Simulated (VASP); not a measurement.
# Pt (Fm-3m) in VASP: further runs

Pt is run at these levels: PBEsol; tasks: single point.

Program: VASP 6.6.1. These are calculated values, not measurements. Logs are shortened: lines on timing, memory, paths and dates and some standing lists are left out, and cuts for length are marked.

**1. The cell of the first run**

It takes space group Fm-3m (No. 225, cubic). The conventional cell has a = 3.918 Å, b = 3.918 Å, c = 3.918 Å, α = 90.00°, β = 90.00°, γ = 90.00°. Pt (site symmetry m-3m) has 12 Pt at 2.77 Å within 3.7 Å.

**2. Single point, PBEsol**

File INCAR:

```
SYSTEM = Pt
PREC     = Accurate       ! precision mode
ENCUT    = 520            ! plane-wave cutoff, eV
EDIFF    = 1E-6           ! SCF threshold, eV
ISMEAR   = -1             ! smearing method
SIGMA    = 0.05           ! smearing width, eV
LREAL    = .FALSE.        ! projectors in reciprocal space
LASPH    = .TRUE.         ! aspherical terms in the spheres
NELM     = 60             ! most SCF steps
ALGO     = Normal         ! electronic algorithm
ISIF     = 2              ! what is computed and relaxed
LWAVE    = .FALSE.        ! write WAVECAR
LCHARG   = .TRUE.         ! write CHGCAR
GGA      = PS             ! functional
LELF     = .TRUE.         ! ELF
LVHAR    = .TRUE.       
NBANDS   = 11             ! bands
```

File KPOINTS:

```
Automatic mesh
0
G
  19 19 19
  0 0 0
```

File POSCAR:

```
Pt
1.0
    0.0000000000      1.9590699233      1.9590699233
    1.9590699233      0.0000000000      1.9590699233
    1.9590699233      1.9590699233      0.0000000000
Pt
1
Direct
    0.0000000000      0.0000000000      0.0000000000
```

Potentials or basis: VASP PAW PBE potentials, release 64 (Pt).

Run with:

```
$ cat potpaw_PBE.64/Pt/POTCAR > POTCAR
$ mpirun -np 1 vasp_std > vasp.out
```

OUTCAR:

```text
SYSTEM = Pt
   PREC = Accurate
   ENCUT = 520
   EDIFF = 1E-6
   ISMEAR = -1
   LREAL = .FALSE.
   LASPH = .TRUE.
   NELM = 60
   ISIF = 2
   GGA = PS

 ion  position               nearest neighbor table
   1  0.000  0.000  0.000-

  LATTYP: Found a face centered cubic cell.
 ALAT       =     3.9181398466

  Lattice vectors:

 A1 = (   0.0000000000,   1.9590699233,   1.9590699233)
 A2 = (   1.9590699233,   0.0000000000,   1.9590699233)
 A3 = (   1.9590699233,   1.9590699233,   0.0000000000)

Analysis of symmetry for initial positions (statically):
=====================================================================
 Subroutine PRICEL returns:
 Original cell was already a primitive cell.

 Routine SETGRP: Setting up the symmetry group for a
 face centered cubic supercell.

 Subroutine GETGRP returns: Found 48 space group operations
[... 9 lines left out ...]

 Routine SETGRP: Setting up the symmetry group for a
 face centered cubic supercell.

 Subroutine GETGRP returns: Found 48 space group operations
[... 11 lines left out ...]
                                     Primitive cell

  volume of cell :      15.0376

  direct lattice vectors                    reciprocal lattice vectors
     0.000000000  1.959069923  1.959069923    -0.255223152  0.255223152  0.255223152
     1.959069923  0.000000000  1.959069923     0.255223152 -0.255223152  0.255223152
     1.959069923  1.959069923  0.000000000     0.255223152  0.255223152 -0.255223152

  length of vectors
     2.770543255  2.770543255  2.770543255     0.442059466  0.442059466  0.442059466

  position of ions in fractional coordinates (direct lattice)
     0.000000000  0.000000000  0.000000000

  ion indices of the primitive-cell ions
   primitive index   ion index
                 1           1

----------------------------------------------------------------------------------------

 KPOINTS: Automatic mesh

Automatic generation of k-mesh.
 Grid dimensions read from file:
 generate k-points for:   19   19   19

 Generating k-lattice:

  Cartesian coordinates                     Fractional coordinates (reciprocal lattice)
    -0.013432797  0.013432797  0.013432797     0.052631579  0.000000000  0.000000000
     0.013432797 -0.013432797  0.013432797     0.000000000  0.052631579  0.000000000
     0.013432797  0.013432797 -0.013432797     0.000000000  0.000000000  0.052631579

  Length of vectors
     0.023266288  0.023266288  0.023266288

[... 51 lines left out ...]
   ENCUT  =  520.0 eV  38.22 Ry    6.18 a.u.   5.15  5.15  5.15*2*pi/ulx,y,z
   NELM   =     60;   NELMIN=  2; NELMDL= -5     # of ELM steps
   EDIFF  = 0.1E-05   stopping-criterion for ELM
   LREAL  =      F    real-space projection
   EDIFFG = 0.1E-04   stopping-criterion for IOM
   NSW    =      0    number of steps for IOM
   IBRION =     -1    ionic relax: 0-MD 1-quasi-New 2-CG
   NFREE  =      0    steps in history (QN), initial steepest desc. (CG)
   ISIF   =      2    stress and relaxation
   ISYM   =      2    0-nonsym 1-usesym 2-fastsym
   POTIM  = 0.5000    time-step for ionic-motion
   TEBEG  =    0.0;   TEEND  =   0.0 temperature during run
   PSTRESS=    0.0 pullay stress
   NELECT =      10.0000    total number of electrons
   NUPDOWN=      -1.0000    fix difference up-down
   EMIN   =  10.00;   EMAX   =-10.00  energy-range for DOS
   EFERMI =   0.00;   METHOD = LEGACY
   ISMEAR =    -1;   SIGMA  =   0.05  broadening in eV -4-tet -1-fermi 0-gaus
   EFERMI_NEDOS =   21; number of points for ismear=-14 and -15
   IALGO  =     38    algorithm
   IMIX   =      4    mixing-type and parameters
     AMIX     =   0.40;   BMIX     =  1.00
     AMIX_MAG =   1.60;   BMIX_MAG =  1.00
  volume/ion in A,a.u.               =      15.04       101.48
  Fermi-wavevector in a.u.,A,eV,Ry     =   1.428943  2.700311 27.781437  2.041878
  Thomas-Fermi vector in A             =   2.548950
   LORBIT       =      0    0 simple, 1 ext, 2 COOP (PROOUT), +10 PAW based schemes
   GGA     = PS    functional components
   LHFCALC =     F    Hartree Fock is set to
   AEXX    =    0.0000 exact exchange contribution
   IVDW    =     0    specifies the selected vdW correction
   LEPSILON=     F    determine dielectric tensor
   LRPA    =     F    only Hartree local field effects (RPA)
 non-spin polarized calculation
  energy-cutoff  :      520.00
  volume of cell :       15.04
 maximum number of plane-waves:       416
 NGX is ok and might be reduce to    24
   NGX = 11   NGY = 11   NGZ = 11

 number of electron      10.0000000 magnetization

 Free energy of the ion-electron system (eV)
  ---------------------------------------------------
  ext. energy  EPLUGINS =         0.00000000
  ---------------------------------------------------
  free energy    TOTEN  =        -6.97232937 eV

  energy without entropy =       -6.95623180  energy(sigma->0) =       -6.96428059

 E-fermi :  11.1402     XC(G=0): -13.6453

 val. band max:       11.1373415328   @ k =  -0.3684   0.3684   0.1579
 cond. band min:      11.1410383364   @ k =   0.4211   0.1579   0.0000
 fundamental gap:      0.0036968036
 Fermi energy:        11.1402070542

 k-point     1 :       0.0000    0.0000    0.0000
  band No.  band energies     occupation
      1       0.8233      2.00000
      2       7.3272      2.00000
      3       7.3272      2.00000
      4       7.3272      2.00000
      5       9.5177      2.00000
      6       9.5177      2.00000
      7      25.7671      0.00000
      8      30.7427      0.00000
      9      30.7427      0.00000
     10      30.7427      0.00000
     11      36.0520      0.00000
[... 309 lines left out ...]
 k-point    24 :      -0.2632    0.0526    0.0000
  band No.  band energies     occupation
      1       3.2979      2.00000
      2       7.0225      2.00000
      3       7.6519      2.00000
      4       7.7206      2.00000
      5       9.5974      2.00000
      6      10.2846      2.00000
      7      23.4284      0.00000
      8      27.3483      0.00000
      9      32.0375      0.00000
     10      34.0455      0.00000
     11      35.0650      0.00000

 [... further k-points ...]
[... 5 lines left out ...]
  --------------------------------------------------------------------------------------
  -------------------------------------------------------------------------------------
  Total       -0.0385591     -0.0385591     -0.0385591      0.0000000      0.0000000      0.0000000
  in kB       -4.1082536     -4.1082536     -4.1082536      0.0000000      0.0000000      0.0000000
  external PRESSURE =      -4.1082536 kB  Pullay stress =       0.0000000 kB

 VOLUME and BASIS-vectors are now :
 -----------------------------------------------------------------------------
  energy-cutoff  :      520.00
  volume of cell :       15.04
      direct lattice vectors                 reciprocal lattice vectors
     0.000000000  1.959069923  1.959069923    -0.255223152  0.255223152  0.255223152
     1.959069923  0.000000000  1.959069923     0.255223152 -0.255223152  0.255223152
     1.959069923  1.959069923  0.000000000     0.255223152  0.255223152 -0.255223152

 POSITION                                       TOTAL-FORCE (eV/Angst)
 -----------------------------------------------------------------------------------
      0.00000      0.00000      0.00000         0.000000      0.000000      0.000000
 -----------------------------------------------------------------------------------
    total drift:                               -0.000000      0.000000     -0.000000

  FREE ENERGIE OF THE ION-ELECTRON SYSTEM (eV)
  ---------------------------------------------------
  free  energy   TOTEN  =        -6.9723293697 eV

  energy  without entropy=       -6.9562318016  energy(sigma->0) =       -6.96428059
```

OSZICAR:

```text
N       E                     dE             d eps       ncg     rms          rms(c)
DAV:   1     0.392878389921E+02    0.39288E+02   -0.53602E+03  4960   0.846E+02
DAV:   2    -0.680962303397E+01   -0.46097E+02   -0.44300E+02  5541   0.177E+02
DAV:   3    -0.742419202788E+01   -0.61457E+00   -0.61072E+00  5709   0.195E+01
DAV:   4    -0.742655596262E+01   -0.23639E-02   -0.23638E-02  5574   0.142E+00
DAV:   5    -0.742657451951E+01   -0.18557E-04   -0.18557E-04  5705   0.117E-01    0.134E+01
DAV:   6    -0.702208042056E+01    0.40449E+00   -0.92560E-01  5221   0.761E+00    0.685E+00
DAV:   7    -0.697667622068E+01    0.45404E-01   -0.16474E-01  5602   0.308E+00    0.256E+00
DAV:   8    -0.697263469156E+01    0.40415E-02   -0.69095E-03  5269   0.759E-01    0.679E-01
DAV:   9    -0.697232523273E+01    0.30946E-03   -0.24528E-04  5410   0.143E-01    0.324E-02
DAV:  10    -0.697232919349E+01   -0.39608E-05   -0.42747E-06  6027   0.147E-02    0.579E-03
DAV:  11    -0.697232936973E+01   -0.17624E-06   -0.50294E-08  2978   0.208E-03
   1 F= -.69723294E+01 E0= -.69642806E+01  d E =-.160976E-01
```

Wall time 29 s (1 thread of Intel Xeon 6975P-C, shared host); peak memory 0.17 GiB.

Results:

- Free energy: -6.9723 eV
- Pressure: -0.4 GPa
- Band gap on the k mesh: zero (band 5 reaches 11.61 eV, above the bottom of band 6 at 9.41 eV)

Levels at points of the mesh, in eV from the Fermi level:
```
           k point  band 2  band 3  band 4  band 5  band 6  band 7  band 8  band 9
(0.00, 0.00, 0.00)   -3.81   -3.81   -3.81   -1.62   -1.62   14.63   19.60   19.60
```

Caveat: the PAW data sets were made with another functional, which shifts forces and pressure a little; spin-orbit coupling is left out, which moves the levels of the heavy elements.

**3. Single point, PBEsol**

This run uses another cell than the first one, of 14.81 Å³/atom, 0.985 times its volume.

File INCAR:

```
SYSTEM = Pt
PREC = Accurate
ENCUT = 520
EDIFF = 1E-7
ISMEAR = -1
SIGMA = 0.05
LREAL = .False.
LASPH = .True.
NELM = 80
ALGO = Normal
ISIF = 2
LWAVE = .False.
LCHARG = .True.
GGA = PS
LELF = .True.
LVHAR = .True.
NBANDS = 11
```

File KPOINTS:

```
Automatic mesh
0
Gamma
  19 19 19
  0 0 0
```

File POSCAR:

```
Pt
1.0
    0.0000000000      1.9492251846      1.9492251846
    1.9492251846      0.0000000000      1.9492251846
    1.9492251846      1.9492251846      0.0000000000
Pt
1
Direct
    0.0000000000      0.0000000000      0.0000000000
```

Potentials or basis: VASP PAW PBE potentials, release 64 (Pt).

Run with:

```
$ cat potpaw_PBE.64/Pt/POTCAR > POTCAR
$ mpirun -np 1 vasp_std > vasp.out
```

OUTCAR:

```text
SYSTEM = Pt
   PREC = Accurate
   ENCUT = 520
   EDIFF = 1E-7
   ISMEAR = -1
   LREAL = .False.
   LASPH = .True.
   NELM = 80
   ISIF = 2
   GGA = PS

 ion  position               nearest neighbor table
   1  0.000  0.000  0.000-

  LATTYP: Found a face centered cubic cell.
 ALAT       =     3.8984503692

  Lattice vectors:

 A1 = (   0.0000000000,   1.9492251846,   1.9492251846)
 A2 = (   1.9492251846,   0.0000000000,   1.9492251846)
 A3 = (   1.9492251846,   1.9492251846,   0.0000000000)

Analysis of symmetry for initial positions (statically):
=====================================================================
 Subroutine PRICEL returns:
 Original cell was already a primitive cell.

 Routine SETGRP: Setting up the symmetry group for a
 face centered cubic supercell.

 Subroutine GETGRP returns: Found 48 space group operations
[... 9 lines left out ...]

 Routine SETGRP: Setting up the symmetry group for a
 face centered cubic supercell.

 Subroutine GETGRP returns: Found 48 space group operations
[... 11 lines left out ...]
                                     Primitive cell

  volume of cell :      14.8121

[... 135 lines left out ...]

 E-fermi :  11.4362     XC(G=0): -13.7349

 val. band max:       11.4333616547   @ k =  -0.3684   0.3684   0.1579
 cond. band min:      11.4386047983   @ k =   0.4211   0.1579   0.0000
 fundamental gap:      0.0052431436
 Fermi energy:        11.4361870078

 k-point     1 :       0.0000    0.0000    0.0000
  band No.  band energies     occupation
      1       0.9453      2.00000
      2       7.5273      2.00000
      3       7.5273      2.00000
      4       7.5273      2.00000
      5       9.7728      2.00000
      6       9.7728      2.00000
      7      26.0174      0.00000
      8      31.0794      0.00000
      9      31.0794      0.00000
     10      31.0794      0.00000
     11      36.4441      0.00000
[... 309 lines left out ...]
 k-point    24 :      -0.2632    0.0526    0.0000
  band No.  band energies     occupation
      1       3.4455      2.00000
      2       7.2153      2.00000
      3       7.8579      2.00000
      4       7.9284      2.00000
      5       9.8513      2.00000
      6      10.5572      2.00000
      7      23.8214      0.00000
      8      27.6720      0.00000
      9      32.5136      0.00000
     10      34.4398      0.00000
     11      35.5733      0.00000

 [... further k-points ...]
[... 5 lines left out ...]
  --------------------------------------------------------------------------------------
  -------------------------------------------------------------------------------------
  Total        0.3802441      0.3802441      0.3802441      0.0000000      0.0000000      0.0000000
  in kB       41.1298446     41.1298446     41.1298446      0.0000000      0.0000000      0.0000000
  external PRESSURE =      41.1298446 kB  Pullay stress =       0.0000000 kB

 VOLUME and BASIS-vectors are now :
 -----------------------------------------------------------------------------
  energy-cutoff  :      520.00
  volume of cell :       14.81
      direct lattice vectors                 reciprocal lattice vectors
     0.000000000  1.949225185  1.949225185    -0.256512179  0.256512179  0.256512179
     1.949225185  0.000000000  1.949225185     0.256512179 -0.256512179  0.256512179
     1.949225185  1.949225185  0.000000000     0.256512179  0.256512179 -0.256512179

 POSITION                                       TOTAL-FORCE (eV/Angst)
 -----------------------------------------------------------------------------------
      0.00000      0.00000      0.00000        -0.000000     -0.000000     -0.000000
 -----------------------------------------------------------------------------------
    total drift:                               -0.000000     -0.000000     -0.000000

  FREE ENERGIE OF THE ION-ELECTRON SYSTEM (eV)
  ---------------------------------------------------
  free  energy   TOTEN  =        -6.9695846716 eV

  energy  without entropy=       -6.9538889448  energy(sigma->0) =       -6.96173681
```

OSZICAR:

```text
N       E                     dE             d eps       ncg     rms          rms(c)
DAV:   1     0.402444179001E+02    0.40244E+02   -0.54226E+03  4912   0.850E+02
DAV:   2    -0.676717402346E+01   -0.47012E+02   -0.45388E+02  5534   0.179E+02
DAV:   3    -0.741780982339E+01   -0.65064E+00   -0.63988E+00  5596   0.198E+01
DAV:   4    -0.742030098032E+01   -0.24912E-02   -0.24909E-02  5577   0.145E+00
DAV:   5    -0.742032025521E+01   -0.19275E-04   -0.19276E-04  5706   0.118E-01    0.141E+01
DAV:   6    -0.702164846078E+01    0.39867E+00   -0.88612E-01  5194   0.749E+00    0.718E+00
DAV:   7    -0.697407930969E+01    0.47569E-01   -0.17174E-01  5632   0.317E+00    0.258E+00
DAV:   8    -0.696991124619E+01    0.41681E-02   -0.77704E-03  5305   0.806E-01    0.696E-01
DAV:   9    -0.696958027817E+01    0.33097E-03   -0.28472E-04  5395   0.154E-01    0.312E-02
DAV:  10    -0.696958445809E+01   -0.41799E-05   -0.46632E-06  6147   0.154E-02    0.576E-03
DAV:  11    -0.696958465764E+01   -0.19955E-06   -0.54472E-08  4770   0.207E-03    0.147E-03
DAV:  12    -0.696958467162E+01   -0.13976E-07   -0.29372E-09  2885   0.375E-04
   1 F= -.69695847E+01 E0= -.69617368E+01  d E =-.156957E-01
```

Wall time 28 s (1 thread of Intel Xeon 6975P-C, shared host); peak memory 0.17 GiB.

Results:

```
Free energy            : -6.9696 eV
Pressure               : 4.1 GPa
Band gap on the k mesh : zero (band 5 reaches 11.93 eV, above the bottom of band 6 at 9.66 eV)
```

Levels at points of the mesh, in eV from the Fermi level:
```csv
k point,band 1,band 2,band 3,band 4,band 5,band 6,band 7,band 8,band 9,band 10
"(0.00, 0.00, 0.00)",-10.49,-3.91,-3.91,-3.91,-1.66,-1.66,14.58,19.64,19.64,19.64
```

Caveat: the PAW data sets were made with another functional, which shifts forces and pressure a little; spin-orbit coupling is left out, which moves the levels of the heavy elements.
